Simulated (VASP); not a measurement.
# MoS2 (R3m) in VASP: a series of runs, part 2 of 2

VASP 6.6.1. Earlier steps stand in the parts before.

### Step 4. Single point, LDA

INCAR reads:

```
  PREC = Accurate
  ENCUT = 520
  EDIFF = 1E-6
  ISMEAR = 0
  SIGMA = 0.01
  LREAL = False
  LASPH = True
  NELM = 100
  ALGO = Normal
  ISIF = 2
  LWAVE = False
  LCHARG = False
  NBANDS = 20
```

KPOINTS reads:

```
Automatic mesh
0
Gamma
  10 10 10
```

POSCAR reads:

```
MoS2
1.0
    1.5875903429      0.9165957119      6.1939280739
   -1.5875903429      0.9165957119      6.1939280739
    0.0000000000     -1.8331914237      6.1939280739
Mo S
1 2
Direct
    0.0000965174      0.0000965174      0.0000965174
    0.2497906778      0.2497906778      0.2497906778
    0.4171128049      0.4171128049      0.4171128049
```

Potentials or basis: VASP PAW LDA potentials, release 64 (Mo_sv, S).

Started as:

```console
$ cat potpaw_LDA.64/Mo_sv/POTCAR potpaw_LDA.64/S/POTCAR > POTCAR
$ mpirun -np 1 vasp_std > vasp.out
```

OUTCAR:

```text
PREC = Accurate
   ENCUT = 520
   EDIFF = 1E-6
   ISMEAR = 0
   LREAL = False
   LASPH = True
   NELM = 100
   ISIF = 2

 ion  position               nearest neighbor table
   1  0.000  0.000  0.000-   2 2.40   2 2.40   2 2.40   3 2.40   3 2.40   3 2.40
   2  0.250  0.250  0.250-   1 2.40   1 2.40   1 2.40
   3  0.417  0.417  0.417-   1 2.40   1 2.40   1 2.40

  LATTYP: Found a trigonal (rhomboedric) cell.
 ALAT       =     6.4595151351
 COS(alpha) =     0.8791888406

  Lattice vectors:

 A1 = (   1.5875903429,   0.9165957119,   6.1939280739)
 A2 = (  -1.5875903429,   0.9165957119,   6.1939280739)
 A3 = (   0.0000000000,  -1.8331914237,   6.1939280739)

Analysis of symmetry for initial positions (statically):
=====================================================================
 Subroutine PRICEL returns:
 Original cell was already a primitive cell.

 Routine SETGRP: Setting up the symmetry group for a
 trigonal (rhombohedral) supercell.

 Subroutine GETGRP returns: Found  6 space group operations
 (whereof  6 operations were pure point group operations)
 out of a pool of 12 trial point group operations.

The static configuration has the point symmetry C_3v.

Analysis of symmetry for dynamics (positions and initial velocities):
=====================================================================
 Subroutine PRICEL returns:
 Original cell was already a primitive cell.

 Routine SETGRP: Setting up the symmetry group for a
 trigonal (rhombohedral) supercell.

 Subroutine GETGRP returns: Found  6 space group operations
 (whereof  6 operations were pure point group operations)
 out of a pool of 12 trial point group operations.

The dynamic configuration has the point symmetry C_3v.

 Subroutine INISYM returns: Found  6 space group operations
 (whereof  6 operations are pure point group operations),
 and found     1 'primitive' translations

[... 107 lines left out ...]
   NELECT =      26.0000    total number of electrons
   NUPDOWN=      -1.0000    fix difference up-down
   EMIN   =  10.00;   EMAX   =-10.00  energy-range for DOS
   EFERMI =   0.00;   METHOD = LEGACY
   ISMEAR =     0;   SIGMA  =   0.01  broadening in eV -4-tet -1-fermi 0-gaus
   EFERMI_NEDOS =   21; number of points for ismear=-14 and -15
   IALGO  =     38    algorithm
   IMIX   =      4    mixing-type and parameters
     AMIX     =   0.40;   BMIX     =  1.00
     AMIX_MAG =   1.60;   BMIX_MAG =  1.00
  volume/ion in A,a.u.               =      18.03       121.65
  Fermi-wavevector in a.u.,A,eV,Ry     =   1.282492  2.423559 22.378674  1.644786
  Thomas-Fermi vector in A             =   2.414800
   LORBIT       =      0    0 simple, 1 ext, 2 COOP (PROOUT), +10 PAW based schemes
   GGA     = CA    functional components
   LHFCALC =     F    Hartree Fock is set to
   AEXX    =    0.0000 exact exchange contribution
   IVDW    =     0    specifies the selected vdW correction
   LEPSILON=     F    determine dielectric tensor
   LRPA    =     F    only Hartree local field effects (RPA)
 non-spin polarized calculation
 Gauss-broadening in eV      SIGMA  =   0.01
  energy-cutoff  :      520.00
  volume of cell :       54.08
 maximum number of plane-waves:      1474
   NGX = 23   NGY = 23   NGZ = 23

 number of electron      25.9999998 magnetization

 Free energy of the ion-electron system (eV)
  ---------------------------------------------------
  ext. energy  EPLUGINS =         0.00000000
  ---------------------------------------------------
  free energy    TOTEN  =       -24.44146654 eV

  energy without entropy =      -24.44146654  energy(sigma->0) =      -24.44146654

 E-fermi :   7.3095     XC(G=0): -11.0533

 val. band max:        7.2684212716   @ k =   0.5000   0.5000   0.5000
 cond. band min:       8.1749766101   @ k =  -0.2000   0.2000   0.0000
 fundamental gap:      0.9065553385
 Fermi energy:         7.3094797989

 k-point     1 :       0.0000    0.0000    0.0000
  band No.  band energies     occupation
      1     -53.9304      2.00000
      2     -28.2823      2.00000
      3     -28.0529      2.00000
      4     -28.0529      2.00000
      5      -7.6422      2.00000
      6      -5.9645      2.00000
[... 541 lines left out ...]
     19      14.8165      0.00000
     20      15.7337      0.00000

 [... further k-points ...]
[... 5 lines left out ...]
  --------------------------------------------------------------------------------------
  -------------------------------------------------------------------------------------
  Total       -1.8704983     -1.8704983     -1.3879220      0.0000000     -0.0000000      0.0000000
  in kB      -55.4158790    -55.4158790    -41.1189459      0.0000000     -0.0000000      0.0000000
  external PRESSURE =     -50.6502346 kB  Pullay stress =       0.0000000 kB

 VOLUME and BASIS-vectors are now :
 -----------------------------------------------------------------------------
  energy-cutoff  :      520.00
  volume of cell :       54.08
      direct lattice vectors                 reciprocal lattice vectors
     1.587590343  0.916595712  6.193928074     0.314942707  0.181832257  0.053816145
    -1.587590343  0.916595712  6.193928074    -0.314942707  0.181832257  0.053816145
     0.000000000 -1.833191424  6.193928074     0.000000000 -0.363664513  0.053816145

 POSITION                                       TOTAL-FORCE (eV/Angst)
 -----------------------------------------------------------------------------------
      0.00000      0.00000      0.00179         0.000000      0.000000      0.000873
      0.00000      0.00000      4.64156         0.000000      0.000000      0.302808
      0.00000      0.00000      7.75070         0.000000     -0.000000     -0.303681
 -----------------------------------------------------------------------------------
    total drift:                               -0.000000      0.000000      0.000013

  FREE ENERGIE OF THE ION-ELECTRON SYSTEM (eV)
  ---------------------------------------------------
  free  energy   TOTEN  =       -24.4414665375 eV

  energy  without entropy=      -24.4414665375  energy(sigma->0) =      -24.44146654
```

OSZICAR:

```text
N       E                     dE             d eps       ncg     rms          rms(c)
DAV:   1     0.190624185772E+03    0.19062E+03   -0.13301E+04  4648   0.123E+03
DAV:   2    -0.175542214800E+02   -0.20818E+03   -0.20268E+03  5444   0.325E+02
DAV:   3    -0.258435528168E+02   -0.82893E+01   -0.81998E+01  5632   0.607E+01
DAV:   4    -0.259476879237E+02   -0.10414E+00   -0.10407E+00  5652   0.721E+00
DAV:   5    -0.259492732541E+02   -0.15853E-02   -0.15852E-02  5800   0.873E-01    0.246E+01
DAV:   6    -0.248421425633E+02    0.11071E+01   -0.10340E+01  5180   0.207E+01    0.839E+00
DAV:   7    -0.245516067094E+02    0.29054E+00   -0.37251E+00  5024   0.122E+01    0.606E+00
DAV:   8    -0.244434827766E+02    0.10812E+00   -0.50425E-01  5468   0.465E+00    0.138E+00
DAV:   9    -0.244423247921E+02    0.11580E-02   -0.15989E-02  5400   0.809E-01    0.405E-01
DAV:  10    -0.244414920270E+02    0.83277E-03   -0.51153E-03  5284   0.504E-01    0.697E-02
DAV:  11    -0.244414721060E+02    0.19921E-04   -0.34109E-04  5312   0.132E-01    0.554E-02
DAV:  12    -0.244414652816E+02    0.68244E-05   -0.23244E-05  5388   0.304E-02    0.139E-02
DAV:  13    -0.244414667883E+02   -0.15066E-05   -0.10989E-05  5364   0.197E-02    0.818E-03
DAV:  14    -0.244414665375E+02    0.25075E-06   -0.14572E-06  3004   0.848E-03
   1 F= -.24441467E+02 E0= -.24441467E+02  d E =-.269201E-12
```

stdout:

```text
POSCAR found type information on POSCAR MoS
 POSCAR found :  2 types and       3 ions
 scaLAPACK will be used
 LDA part: xc-table for (Slater(with rela. corr.)+CA(PZ))
 , standard interpolation
 POSCAR, INCAR and KPOINTS ok, starting setup
 FFT: planning ... GRIDC
 FFT: planning ... GRID_SOFT
 FFT: planning ... GRID
 WAVECAR not read
 entering main loop
```

Run time: 9.4 min. Hardware: 1 thread of Intel Xeon 8259CL, shared host; peak memory 0.33 GiB.

Results:

```yaml
Free_energy: -24.4415 eV
Pressure: -5.1 GPa
Largest_force: 0.304 eV/Å
Band_gap_on_the_k_mesh: 0.91 eV (least direct gap 1.93 eV)
```

Forces in eV/Å, atoms in the order of the input:
```
Mo   0.000  0.000  0.001
S    0.000  0.000  0.303
S    0.000  0.000 -0.304
```

Caveat: the cell stands under tension. A hybrid or GW would open this gap; LDA tends to underestimate it.

### Step 5. Relaxation of cell and atoms, PBE+D4

This run uses another cell than the first one, of 17.21 Å³/atom.

INCAR reads:

```
  ALGO = Normal
  EDIFF = 1E-7
  EDIFFG = -0.005
  ENCUT = 600
  GGA = PE
  IBRION = 2
  ISIF = 3
  ISMEAR = -1
  IVDW = 13
  LASPH = True
  LCHARG = False
  LREAL = False
  LWAVE = False
  NELM = 100
  NSW = 80
  PREC = Accurate
  SIGMA = 0.02
```

KPOINTS reads:

```
k-points
0
Gamma
  8 8 8
```

POSCAR reads:

```
MoS2
1.0
    1.5765667655      0.9102312465      5.9956016439
   -1.5765667655      0.9102312465      5.9956016439
    0.0000000000     -1.8204624929      5.9956016439
Mo S
1 2
Direct
    0.0000825539      0.0000825539      0.0000825539
    0.2465283137      0.2465283137      0.2465283137
    0.4203891324      0.4203891324      0.4203891324
```

Potentials or basis: VASP PAW PBE potentials, release 64 (Mo_sv, S).

Started as:

```console
$ cat potpaw_PBE.64/Mo_sv/POTCAR potpaw_PBE.64/S/POTCAR > POTCAR
$ mpirun -np 1 vasp_std > vasp.out
```

Run time: 37 min. Hardware: 1 thread of Intel Xeon 8259CL, shared host; peak memory 0.42 GiB.

The run converged. Its results:

* Free energy: -23.0929 eV
* Relaxed volume: 17.37 Å³/atom
* Relaxed cell: a = 6.308 Å, b = 6.308 Å, c = 6.308 Å, α = 28.98°, β = 28.98°, γ = 28.98°
* Space group after relaxing (to 0.1 Å): R3m (No. 160)
* Energy gained by relaxing: 0.2 meV/atom
* Ionic steps: 11
* Pressure after relaxing: 0.0 GPa
* Band gap on the k mesh: 0.94 eV (least direct gap 2.05 eV)
* Dispersion energy per atom: -0.438 eV

The path:
| step | energy change (eV) | largest force (eV/Å) | pressure (GPa) | volume (Å³) |
| --- | --- | --- | --- | --- |
| 1 | 0.0000 | 0.0407 | 0.25 | 51.62 |
| 2 | -0.0002 | 0.0490 | -0.16 | 51.82 |
| 3 | -0.0002 | 0.0478 | -0.12 | 51.80 |
| 4 | -0.0003 | 0.0155 | 0.16 | 51.82 |
| 5 | -0.0003 | 0.0021 | 0.09 | 51.81 |
| 6 | -0.0005 | 0.0028 | 0.05 | 51.89 |
| 7 | -0.0007 | 0.0124 | -0.02 | 52.11 |
| 8 | -0.0007 | 0.0132 | -0.03 | 52.13 |
| 9 | -0.0007 | 0.0304 | 0.07 | 52.10 |
| 10 | -0.0007 | 0.0064 | 0.02 | 52.12 |
| 11 | -0.0007 | 0.0020 | 0.00 | 52.12 |

Final structure:
```xyz
3
Lattice="1.5785 0.9113 6.0386 -1.5785 0.9113 6.0386 0.0000 -1.8227 6.0386" Properties=species:S:1:pos:R:3 pbc="T T T"
Mo    0.0000    0.0000    0.0017
S     0.0000    0.0000    4.4794
S     0.0000    0.0000    7.6021
```

Levels at points of the mesh, in eV from the valence-band top:
```tsv
k point	band 10	band 11	band 12	band 13	band 14	band 15	band 16	band 17
(0.00, 0.00, 0.00)	-2.27	-2.27	-1.30	-1.13	1.98	1.98	2.39	2.39
(0.50, 0.00, 0.00)	-4.01	-2.40	-1.59	-1.53	1.60	1.98	3.33	3.47
(0.50, 0.50, 0.00)	-3.91	-3.05	-1.85	-1.34	1.55	2.13	2.95	3.87
(0.50, 0.50, 0.50)	-3.39	-2.23	-2.23	0.00	2.10	2.10	2.21	2.21
```

A k mesh can miss the band edges. Zero-point motion and thermal expansion aren't in these numbers.

### Step 6. Single point, r2SCAN

POSCAR reads:

```
MoS2
1.0
    1.5875903429      0.9165957119      6.1939280739
   -1.5875903429      0.9165957119      6.1939280739
    0.0000000000     -1.8331914237      6.1939280739
Mo S
1 2
Direct
    0.0000965174      0.0000965174      0.0000965174
    0.2497906778      0.2497906778      0.2497906778
    0.4171128049      0.4171128049      0.4171128049
```

INCAR.step1 reads:

```
SYSTEM = MoS2
PREC = Accurate
ENCUT = 520
ISMEAR = 0
SIGMA = 0.01
LREAL = .FALSE.
LASPH = .TRUE.
NELM = 60
NBANDS = 20
GGA = PE
ALGO = Normal
EDIFF = 1E-4
LWAVE = .TRUE.
LCHARG = .FALSE.
```

INCAR.step2 reads:

```
SYSTEM = MoS2
PREC = Accurate
ENCUT = 520
EDIFF = 1E-7
ISMEAR = 0
SIGMA = 0.01
LREAL = .FALSE.
LASPH = .TRUE.
NELM = 60
ALGO = Normal
ISIF = 2
LWAVE = .FALSE.
LCHARG = .FALSE.
METAGGA = R2SCAN
LMIXTAU = .TRUE.
NBANDS = 20
ISTART = 1
```

KPOINTS reads:

```
regular mesh
0
G
  10 10 10
  0 0 0
```

Potentials or basis: VASP PAW PBE potentials, release 64 (Mo_sv, S).

Started as:

```console
$ cat potpaw_PBE.64/Mo_sv/POTCAR potpaw_PBE.64/S/POTCAR > POTCAR
$ cp INCAR.step1 INCAR
$ mpirun -np 1 vasp_std > vasp.out
$ cp INCAR.step2 INCAR
$ mpirun -np 1 vasp_std > vasp.out
```

Run time: 68 min. Hardware: 1 thread of Intel Xeon 8259CL, shared host; peak memory 0.43 GiB.

Results (log left out):

- Free energy: -45.0281 eV
- Pressure: 1.2 GPa
- Largest force: 0.052 eV/Å
- Band gap on the k mesh: 1.09 eV (least direct gap 2.04 eV)

Forces on the atoms (eV/Å):
```
Mo   0.000  0.000  0.000
S    0.000  0.000  0.052
S    0.000  0.000 -0.052
```

Stress tensor (GPa, compression positive):
```
1.28 0.00 0.00
0.00 1.28 0.00
0.00 0.00 1.05
```

Levels at points of the mesh, in eV from the valence-band top:
| k point | band 9 | band 10 | band 11 | band 12 | band 13 | band 14 | band 15 | band 16 | band 17 | band 18 |
| --- | --- | --- | --- | --- | --- | --- | --- | --- | --- | --- |
| (0.00, 0.00, 0.00) | -3.52 | -2.39 | -2.39 | -1.37 | -1.15 | 2.17 | 2.17 | 2.54 | 2.54 | 6.03 |
| (0.50, 0.00, 0.00) | -5.17 | -4.15 | -2.48 | -1.75 | -1.48 | 1.70 | 2.13 | 3.64 | 3.73 | 5.65 |
| (0.50, 0.50, 0.00) | -4.87 | -4.08 | -3.04 | -1.93 | -1.32 | 1.66 | 2.25 | 3.27 | 4.05 | 6.42 |
| (0.50, 0.50, 0.50) | -3.54 | -3.54 | -2.36 | -2.36 | 0.00 | 2.26 | 2.26 | 2.41 | 2.41 | 6.12 |

Caveat: the PAW data sets were made with another functional, which shifts forces and pressure a little.

### Step 7. The runs side by side

```tsv
task	level	potentials or basis	cell	k mesh	cutoff (eV)	smearing	gap on the mesh (eV)	pressure (GPa)	largest force (eV/Å)
single point	r2SCAN+rVV10	VASP PAW PBE potentials, release 64 (Mo_sv, S)	a = 6.460 Å, angles 28.5°, 3 atoms, atomic positions A	8 × 8 × 8	520	fermi-dirac 0.02 eV	1.14	0.2	0.02
single point	PBE	VASP PAW PBE potentials, release 64 (Mo_sv, S)	a = 6.460 Å, angles 28.5°, 3 atoms, atomic positions A	10 × 10 × 10	520	fermi-dirac 0.02 eV	0.99	2.3	0.10
single point	LDA	VASP PAW LDA potentials, release 64 (Mo_sv, S)	a = 6.460 Å, angles 28.5°, 3 atoms, atomic positions A	10 × 10 × 10	520	gaussian 0.01 eV	0.91	-5.1	0.30
relaxation of cell and atoms	PBE+D4	VASP PAW PBE potentials, release 64 (Mo_sv, S)	relaxed from a = 6.266 Å, angles 29.1°, 3 atoms, atomic positions B	8 × 8 × 8	600	fermi-dirac 0.02 eV	0.94	0.0	-
single point	r2SCAN	VASP PAW PBE potentials, release 64 (Mo_sv, S)	a = 6.460 Å, angles 28.5°, 3 atoms, atomic positions A	10 × 10 × 10	520	gaussian 0.01 eV	1.09	1.2	0.05
```

Alike in all rows: no spin polarisation.

Caveats: the PAW data sets were made with another functional, which shifts forces and pressure a little (at least some runs); the cell stands under tension (at least some runs).

Total energies depend on the potentials used, so only differences within one code and one set of settings carry meaning.
